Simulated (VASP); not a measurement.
# P in VASP: further runs

P is run at these levels: PBE+D3(BJ); tasks: single point.

All numbers are computed with VASP 6.6.1; they aren't measurements. Logs are shortened: lines on timing, memory, paths and dates and some standing lists are left out, and cuts for length are marked.

## (1) The cell of the first run

The cell holds a slab with vacuum, 12 atoms: a = 3.323 Å, b = 4.165 Å, c = 27.363 Å, α = 90.00°, β = 90.00°, γ = 90.00°.

## (2) Single point, PBE+D3(BJ)

The input, INCAR:

```
SYSTEM = P
PREC = Accurate
ENCUT = 520
EDIFF = 1E-6
ISMEAR = 0
SIGMA = 0.1
LREAL = .False.
LASPH = .True.
NELM = 100
ALGO = Normal
ISIF = 2
LWAVE = .False.
LCHARG = .True.
LDIPOL = .True.
IDIPOL = 3
DIPOL = 0.5 0.5 0.500
GGA = PE
IVDW = 12
LELF = .True.
LVHAR = .True.
LVACPOTAV = .True.
NBANDS = 42
```

The input, KPOINTS:

```
Automatic mesh
0
Gamma
  10 8 1
  0 0 0
```

The input, POSCAR:

```
P
1.0
    3.3228293856      0.0000000000      0.0000000000
    0.0000000000      4.1648375045      0.0000000000
    0.0000000000      0.0000000000     27.3633915253
P
12
Direct
    0.0000000000      0.5729502276      0.2743686290
    0.5000000000      0.9270497724      0.2743686290
    0.5000000000      0.0718672076      0.3535199183
    0.0000000000      0.4281327924      0.3535199183
    0.5000000000      0.5721900114      0.4603177133
    0.0000000000      0.9278099886      0.4603177133
    0.0000000000      0.0721900964      0.5396639644
    0.5000000000      0.4278099036      0.5396639644
    0.0000000000      0.5718673204      0.6464892857
    0.5000000000      0.9281326796      0.6464892857
    0.5000000000      0.0729500901      0.7256404892
    0.0000000000      0.4270499099      0.7256404892
```

Potentials or basis: VASP PAW PBE potentials, release 64 (P).

Run with:

```
$ cat potpaw_PBE.64/P/POTCAR > POTCAR
$ mpirun -np 1 vasp_std > vasp.out
```

OUTCAR:

```text
SYSTEM = P
   PREC = Accurate
   ENCUT = 520
   EDIFF = 1E-6
   ISMEAR = 0
   LREAL = .False.
   LASPH = .True.
   NELM = 100
   ISIF = 2
   GGA = PE
   IVDW = 12
 IVDW          = 12

 ion  position               nearest neighbor table
   1  0.000  0.573  0.274-   2 2.22   2 2.22   4 2.25
   2  0.500  0.927  0.274-   1 2.22   1 2.22   3 2.25
   3  0.500  0.072  0.354-   4 2.23   4 2.23   2 2.25
   4  0.000  0.428  0.354-   3 2.23   3 2.23   1 2.25
   5  0.500  0.572  0.460-   6 2.23   6 2.23   8 2.25
   6  0.000  0.928  0.460-   5 2.23   5 2.23   7 2.25
   7  0.000  0.072  0.540-   8 2.23   8 2.23   6 2.25
   8  0.500  0.428  0.540-   7 2.23   7 2.23   5 2.25
   9  0.000  0.572  0.646-  10 2.23  10 2.23  12 2.25
  10  0.500  0.928  0.646-   9 2.23   9 2.23  11 2.25
  11  0.500  0.073  0.726-  12 2.22  12 2.22  10 2.25
  12  0.000  0.427  0.726-  11 2.22  11 2.22   9 2.25

  LATTYP: Found a simple orthorhombic cell.
 ALAT       =     3.3228293856
 B/A-ratio  =     1.2534009488
 C/A-ratio  =     8.2349673576

  Lattice vectors:

 A1 = (   3.3228293856,   0.0000000000,   0.0000000000)
 A2 = (   0.0000000000,   4.1648375045,   0.0000000000)
 A3 = (   0.0000000000,   0.0000000000,  27.3633915253)

Analysis of symmetry for initial positions (statically):
=====================================================================
 Subroutine PRICEL returns:
 Original cell was already a primitive cell.

 Routine SETGRP: Setting up the symmetry group for a
 simple orthorhombic supercell.

 Subroutine GETGRP returns: Found  4 space group operations
 (whereof  2 operations were pure point group operations)
 out of a pool of  8 trial point group operations.

The static configuration has the point symmetry C_1h.
 The point group associated with its full space group is C_2v.

Analysis of symmetry for dynamics (positions and initial velocities):
=====================================================================
 Subroutine PRICEL returns:
 Original cell was already a primitive cell.

 Routine SETGRP: Setting up the symmetry group for a
 simple orthorhombic supercell.

 Subroutine GETGRP returns: Found  4 space group operations
 (whereof  2 operations were pure point group operations)
 out of a pool of  8 trial point group operations.

The dynamic configuration has the point symmetry C_1h.
 The point group associated with its full space group is C_2v.

 Subroutine INISYM returns: Found  4 space group operations
 (whereof  2 operations are pure point group operations),
 and found     1 'primitive' translations

----------------------------------------------------------------------------------------

                                     Primitive cell

  volume of cell :     378.6832

  direct lattice vectors                    reciprocal lattice vectors
     3.322829386  0.000000000  0.000000000     0.300948344  0.000000000  0.000000000
     0.000000000  4.164837505  0.000000000     0.000000000  0.240105406  0.000000000
     0.000000000  0.000000000 27.363391525     0.000000000  0.000000000  0.036545177

  length of vectors
     3.322829386  4.164837505 27.363391525     0.300948344  0.240105406  0.036545177

  position of ions in fractional coordinates (direct lattice)
     0.000000000  0.572950228  0.274368629
     0.500000000  0.927049772  0.274368629
     0.500000000  0.071867208  0.353519918
     0.000000000  0.428132792  0.353519918
     0.500000000  0.572190011  0.460317713
     0.000000000  0.927809989  0.460317713
     0.000000000  0.072190096  0.539663964
     0.500000000  0.427809904  0.539663964
     0.000000000  0.571867320  0.646489286
     0.500000000  0.928132680  0.646489286
     0.500000000  0.072950090  0.725640489
     0.000000000  0.427049910  0.725640489

  ion indices of the primitive-cell ions
   primitive index   ion index
                 1           1
                 2           2
                 3           3
                 4           4
                 5           5
                 6           6
                 7           7
                 8           8
                 9           9
                10          10
                11          11
                12          12

----------------------------------------------------------------------------------------

 KPOINTS: Automatic mesh

Automatic generation of k-mesh.
 Grid dimensions read from file:
 generate k-points for:   10    8    1

 Generating k-lattice:

  Cartesian coordinates                     Fractional coordinates (reciprocal lattice)
     0.030094834  0.000000000  0.000000000     0.100000000  0.000000000  0.000000000
     0.000000000  0.030013176  0.000000000     0.000000000  0.125000000  0.000000000
     0.000000000  0.000000000  0.036545177     0.000000000  0.000000000  1.000000000

  Length of vectors
     0.030094834  0.030013176  0.036545177

  Shift w.r.t. Gamma in fractional coordinates (k-lattice)
     0.000000000  0.000000000  0.000000000

 Subroutine IBZKPT returns following result:
 ===========================================

 Found     30 irreducible k-points:

 Following reciprocal coordinates:
            Coordinates               Weight
  0.000000  0.000000  0.000000      1.000000
  0.100000  0.000000  0.000000      2.000000
  0.200000  0.000000  0.000000      2.000000
  0.300000  0.000000  0.000000      2.000000
  0.400000  0.000000  0.000000      2.000000
  0.500000  0.000000  0.000000      1.000000
[... 16 lines left out ...]
  0.400000  0.375000  0.000000      4.000000
  0.500000  0.375000  0.000000      2.000000
 [... further k-points ...]
   k-points           NKPTS =     30   k-points in BZ     NKDIM =     30   number of bands    NBANDS=     42
   number of dos      NEDOS =    301   number of ions     NIONS =     12
   total plane-waves  NPLWV = 188160
   dimension x,y,z NGX =    28 NGY =   32 NGZ =  210
   dimension x,y,z NGXF=    56 NGYF=   64 NGZF=  420
   ions per type =              12
   NGX,Y,Z   is equivalent  to a cutoff of  14.01, 12.77, 12.76 a.u.
   NGXF,Y,Z  is equivalent  to a cutoff of  28.02, 25.55, 25.52 a.u.
 SYSTEM =  P
   PREC   = accura    normal or accurate (medium, high low for compatibility)
   ISTART =      0    job   : 0-new  1-cont  2-samecut
   ICHARG =      2    charge: 1-file 2-atom 10-const
   ISPIN  =      1    spin polarized calculation?
   LNONCOLLINEAR =      F non collinear calculations
   LSORBIT =      F    spin-orbit coupling
   LASPH  =      T    aspherical Exc in radial PAW
   ENCUT  =  520.0 eV  38.22 Ry    6.18 a.u.   6.18  7.74 50.88*2*pi/ulx,y,z
   NELM   =    100;   NELMIN=  2; NELMDL= -5     # of ELM steps
   EDIFF  = 0.1E-05   stopping-criterion for ELM
   LREAL  =      F    real-space projection
   EDIFFG = 0.1E-04   stopping-criterion for IOM
   NSW    =      0    number of steps for IOM
   IBRION =     -1    ionic relax: 0-MD 1-quasi-New 2-CG
   NFREE  =      0    steps in history (QN), initial steepest desc. (CG)
   ISIF   =      2    stress and relaxation
   ISYM   =      2    0-nonsym 1-usesym 2-fastsym
   POTIM  = 0.5000    time-step for ionic-motion
   TEBEG  =    0.0;   TEEND  =   0.0 temperature during run
   PSTRESS=    0.0 pullay stress
   NELECT =      60.0000    total number of electrons
   NUPDOWN=      -1.0000    fix difference up-down
   EMIN   =  10.00;   EMAX   =-10.00  energy-range for DOS
   EFERMI =   0.00;   METHOD = LEGACY
   ISMEAR =     0;   SIGMA  =   0.10  broadening in eV -4-tet -1-fermi 0-gaus
   EFERMI_NEDOS =   21; number of points for ismear=-14 and -15
   IALGO  =     38    algorithm
   IMIX   =      4    mixing-type and parameters
     AMIX     =   0.40;   BMIX     =  1.00
     AMIX_MAG =   1.60;   BMIX_MAG =  1.00
  volume/ion in A,a.u.               =      31.56       212.96
  Fermi-wavevector in a.u.,A,eV,Ry     =   0.885863  1.674038 10.677217  0.784753
  Thomas-Fermi vector in A             =   2.006953
   LORBIT       =      0    0 simple, 1 ext, 2 COOP (PROOUT), +10 PAW based schemes
   GGA     = PE    functional components
   LHFCALC =     F    Hartree Fock is set to
   AEXX    =    0.0000 exact exchange contribution
   IVDW    =    12    specifies the selected vdW correction
   LEPSILON=     F    determine dielectric tensor
   LRPA    =     F    only Hartree local field effects (RPA)
 non-spin polarized calculation
 Gauss-broadening in eV      SIGMA  =   0.10
  energy-cutoff  :      520.00
  volume of cell :      378.68
 maximum number of plane-waves:     10260
 NGX is ok and might be reduce to    28
   NGX = 13   NGY = 15   NGZ =101

 dipolmoment           0.000000      0.000000     -0.000012 electrons x Angstroem

 number of electron      59.9999986 magnetization

 dipolmoment           0.000000      0.000000      0.000009 electrons x Angstroem

 Free energy of the ion-electron system (eV)
  ---------------------------------------------------
  ext. energy  EPLUGINS =         0.00000000
  ---------------------------------------------------
  free energy    TOTEN  =       -64.11754019 eV

  energy without entropy =      -64.11536248  energy(sigma->0) =      -64.11645134

 E-fermi :   2.1983     XC(G=0):  -6.1717

 val. band max:        2.1390057342   @ k =   0.1000   0.0000   0.0000
 cond. band min:       2.2590340979   @ k =   0.1000   0.0000   0.0000
 fundamental gap:      0.1200283638
 Fermi energy:         2.1983166334

 k-point     1 :       0.0000    0.0000    0.0000
  band No.  band energies     occupation
      1     -13.7910      2.00000
      2     -13.6099      2.00000
      3     -13.5113      2.00000
      4     -11.2413      2.00000
      5     -10.8540      2.00000
      6     -10.5931      2.00000
[... 34 lines left out ...]
     41       5.5331      0.00000
     42       5.6085      0.00000

 k-point     2 :       0.1000    0.0000    0.0000
  band No.  band energies     occupation
      1     -13.6714      2.00000
      2     -13.4909      2.00000
      3     -13.3928      2.00000
      4     -11.1180      2.00000
      5     -10.7314      2.00000
      6     -10.4710      2.00000
[... 34 lines left out ...]
     41       5.2779      0.00000
     42       5.3613      0.00000

 k-point     3 :       0.2000    0.0000    0.0000
  band No.  band energies     occupation
      1     -13.3146      2.00000
      2     -13.1358      2.00000
      3     -13.0395      2.00000
      4     -10.7491      2.00000
      5     -10.3646      2.00000
      6     -10.1059      2.00000
[... 34 lines left out ...]
     41       5.8010      0.00000
     42       5.9324      0.00000

 k-point     4 :       0.3000    0.0000    0.0000
  band No.  band energies     occupation
      1     -12.7264      2.00000
      2     -12.5507      2.00000
      3     -12.4578      2.00000
      4     -10.1377      2.00000
      5      -9.7571      2.00000
      6      -9.5014      2.00000
[... 844 lines left out ...]
     41       6.1483      0.00000
     42       6.1759      0.00000

 k-point    23 :       0.4000    0.3750    0.0000
  band No.  band energies     occupation
      1     -11.1501      2.00000
      2     -11.0072      2.00000
      3     -10.9519      2.00000
      4     -10.1956      2.00000
      5     -10.0998      2.00000
      6     -10.0978      2.00000
[... 34 lines left out ...]
     41       6.4803      0.00000
     42       6.5932      0.00000

 k-point    24 :       0.5000    0.3750    0.0000
  band No.  band energies     occupation
      1     -10.3897      2.00000
      2     -10.3897      2.00000
      3     -10.2715      2.00000
      4     -10.2715      2.00000
      5     -10.2436      2.00000
      6     -10.2436      2.00000
[... 34 lines left out ...]
     41       5.8990      0.00000
     42       5.8990      0.00000

 [... further k-points ...]

------------------------ aborting loop because EDIFF is reached ----------------------------------------

 Edisp (eV)   -4.20649

 E8    (eV) :    -1.6290

  FORCE on cell =-STRESS in cart. coord.  units (eV):
  Direction    XX          YY          ZZ          XY          YZ          ZX
  --------------------------------------------------------------------------------------
  -------------------------------------------------------------------------------------
  Total      -0.10790     0.61339    -0.52307     0.00000     0.00000     0.00000
  in kB      -0.45650     2.59522    -2.21305     0.00000     0.00000     0.00000
  external pressure =       -0.02 kB  Pullay stress =        0.00 kB

 VOLUME and BASIS-vectors are now :
 -----------------------------------------------------------------------------
  energy-cutoff  :      520.00
  volume of cell :      378.68
      direct lattice vectors                 reciprocal lattice vectors
     3.322829386  0.000000000  0.000000000     0.300948344  0.000000000  0.000000000
     0.000000000  4.164837505  0.000000000     0.000000000  0.240105406  0.000000000
     0.000000000  0.000000000 27.363391525     0.000000000  0.000000000  0.036545177

 POSITION                                       TOTAL-FORCE (eV/Angst)
 -----------------------------------------------------------------------------------
      0.00000      2.38624      7.50766         0.000000      0.039370      0.040174
      1.66141      3.86101      7.50766         0.000000     -0.039370      0.040174
      1.66141      0.29932      9.67350         0.000000      0.049619     -0.043561
      0.00000      1.78310      9.67350         0.000000     -0.049619     -0.043561
      1.66141      2.38308     12.59585         0.000000      0.048983      0.036668
      0.00000      3.86418     12.59585         0.000000     -0.048983      0.036668
      0.00000      0.30066     14.76704         0.000000      0.049002     -0.036175
      1.66141      1.78176     14.76704         0.000000     -0.049002     -0.036175
      0.00000      2.38173     17.69014         0.000000      0.049640      0.043169
      1.66141      3.86552     17.69014         0.000000     -0.049640      0.043169
      1.66141      0.30383     19.85598         0.000000      0.039377     -0.040275
      0.00000      1.77859     19.85598         0.000000     -0.039377     -0.040275
 -----------------------------------------------------------------------------------
    total drift:                               -0.000000      0.000000     -0.000016

  FREE ENERGIE OF THE ION-ELECTRON SYSTEM (eV)
  ---------------------------------------------------
  free  energy   TOTEN  =       -68.3240280504 eV

  energy  without entropy=      -68.3218503485  energy(sigma->0) =      -68.32293920

 vacuum level on the upper side and lower side of the slab         6.609         6.608
```

It took 9 min on 1 thread of AMD EPYC 9R45 (Zen 5), shared host; peak memory 0.59 GiB.

What came out:

- Free energy: -68.3240 eV
- Largest force: 0.066 eV/Å
- Band gap on the k mesh: 0.12 eV
- Dispersion energy per atom: -0.351 eV

Forces on the atoms (eV/Å):
```
P    0.000  0.039  0.040
P    0.000 -0.039  0.040
P    0.000  0.050 -0.044
P    0.000 -0.050 -0.044
P    0.000  0.049  0.037
P    0.000 -0.049  0.037
P    0.000  0.049 -0.036
P    0.000 -0.049 -0.036
P    0.000  0.050  0.043
P    0.000 -0.050  0.043
P    0.000  0.039 -0.040
P    0.000 -0.039 -0.040
```

## (3) Single point, PBE+D3(BJ)

The input, INCAR:

```
PREC = Accurate ; ENCUT = 520
EDIFF = 1E-6 ; ISMEAR = 0
SIGMA = 0.1 ; LREAL = False
LASPH = True ; NELM = 100
ALGO = Normal ; ISIF = 2
LWAVE = False ; LCHARG = False
LDIPOL = True ; IDIPOL = 3
DIPOL = 0.5 0.5 0.500 ; GGA = PE
IVDW = 12 ; NBANDS = 42
```

The input, KPOINTS:

```
regular mesh
0
Gamma
  10 8 1
```

The input, POSCAR:

```
P
1.0
    3.3228293856      0.0000000000      0.0000000000
    0.0000000000      4.1648375045      0.0000000000
    0.0000000000      0.0000000000     27.3633915253
P
12
Direct
    0.0000000000      0.5718894424      0.2740888312
    0.5000000000      0.9281105576      0.2740888312
    0.5000000000      0.0718894424      0.3533493981
    0.0000000000      0.4281105576      0.3533493981
    0.5000000000      0.5718894424      0.4603697165
    0.0000000000      0.9281105576      0.4603697165
    0.0000000000      0.0718894424      0.5396302835
    0.5000000000      0.4281105576      0.5396302835
    0.0000000000      0.5718894424      0.6466506019
    0.5000000000      0.9281105576      0.6466506019
    0.5000000000      0.0718894424      0.7259111688
    0.0000000000      0.4281105576      0.7259111688
```

Potentials or basis: VASP PAW PBE potentials, release 64 (P).

Run with:

```
$ cat potpaw_PBE.64/P/POTCAR > POTCAR
$ mpirun -np 1 vasp_std > vasp.out
```

It took 8.3 min on 1 thread of AMD EPYC 9R45 (Zen 5), shared host; peak memory 0.57 GiB.

Results (log left out):

- Free energy: -68.3217 eV
- Largest force: 0.150 eV/Å
- Band gap on the k mesh: 0.12 eV
- Dispersion energy per atom: -0.350 eV

Forces on the atoms (eV/Å):
```
P    0.000  0.137  0.061
P    0.000 -0.137  0.061
P    0.000  0.038 -0.060
P    0.000 -0.038 -0.060
P    0.000  0.079  0.013
P    0.000 -0.079  0.013
P    0.000  0.079 -0.013
P    0.000 -0.079 -0.013
P    0.000  0.038  0.060
P    0.000 -0.038  0.060
P    0.000  0.137 -0.061
P    0.000 -0.137 -0.061
```

Levels at points of the mesh, in eV from the valence-band top:
```tsv
k point	band 28	band 29	band 30	band 31	band 32	band 33
(0.00, 0.00, 0.00)	-1.03	-0.30	-0.11	0.31	0.69	0.70
(0.50, 0.00, 0.00)	-2.51	-2.21	-2.21	0.73	0.73	0.90
(0.00, 0.50, 0.00)	-0.92	-0.86	-0.86	1.47	1.47	1.57
(0.50, 0.50, 0.00)	-2.22	-2.02	-2.02	1.83	1.83	2.00
```

## (4) Single point, PBE+D3(BJ) (a layer taken out of the bulk)

The input, INCAR:

```
PREC = Accurate
ENCUT = 520
EDIFF = 1E-6
ISMEAR = 0
SIGMA = 0.1
LREAL = False
LASPH = True
NELM = 80
ALGO = Normal
ISIF = 2
LWAVE = False
LCHARG = False
LDIPOL = True
IDIPOL = 3
DIPOL = 0.5 0.5 0.500
GGA = PE
IVDW = 12
NBANDS = 18
```

The input, KPOINTS:

```
regular mesh
0
Gamma
  6 4 1
```

The input, POSCAR:

```
P
1.0
    3.3228293948      0.0000000000      0.0000000000
    0.0000000000      4.1648374770      0.0000000000
    0.0000000000      0.0000000000     30.3376758692
P
4
Direct
    0.0000000000      0.5718894421      0.4642550414
    0.5000000000      0.9281105579      0.4642550414
    0.5000000000      0.0718894421      0.5357449586
    0.0000000000      0.4281105579      0.5357449586
```

Run with:

```
$ cat potpaw_PBE.64/P/POTCAR > POTCAR
$ mpirun -np 1 vasp_std > vasp.out
```

Run time: 98 s. Hardware: 1 thread of Intel Xeon 6975P-C (Granite Rapids), shared host; peak memory 0.49 GiB.

It converged, with:

```
Free energy                : -22.3784 eV
Largest force              : 0.224 eV/Å
Band gap on the k mesh     : 0.32 eV
Dispersion energy per atom : -0.261 eV
```

Forces on the atoms (eV/Å):
```
P    0.000  0.054  0.217
P    0.000 -0.054  0.217
P    0.000  0.054 -0.217
P    0.000 -0.054 -0.217
```

Levels at points of the mesh, in eV from the valence-band top:
| k point | band 8 | band 9 | band 10 | band 11 | band 12 | band 13 |
| --- | --- | --- | --- | --- | --- | --- |
| (0.00, 0.00, 0.00) | -2.29 | -2.03 | 0.00 | 0.32 | 1.29 | 2.60 |
| (0.50, 0.00, 0.00) | -2.80 | -2.21 | -2.21 | 1.37 | 1.37 | 1.51 |
| (0.00, 0.50, 0.00) | -2.75 | -0.74 | -0.74 | 1.89 | 1.89 | 2.90 |
| (0.50, 0.50, 0.00) | -5.22 | -1.78 | -1.78 | 2.25 | 2.25 | 5.12 |

Caveat: the cell differs from its parent crystal (a layer taken out of the bulk).

## (5) Overview

```tsv
cell	k mesh	gap on the mesh (eV)	largest force (eV/Å)
a = 3.323, b = 4.165, c = 27.363 Å, 12 atoms, atomic positions A	10 × 8 × 1	0.12	0.07
a = 3.323, b = 4.165, c = 27.363 Å, 12 atoms, atomic positions B	10 × 8 × 1	0.12	0.15
a = 3.323, b = 4.165, c = 30.338 Å, 4 atoms, atomic positions C	6 × 4 × 1	0.32	0.22
```

Alike in all rows: task single point; level PBE+D3(BJ); potentials or basis VASP PAW PBE potentials, release 64 (P); no spin polarisation; cutoff (eV) 520; smearing gaussian 0.1 eV.

Absolute energies hang on the potentials; compare differences alone.
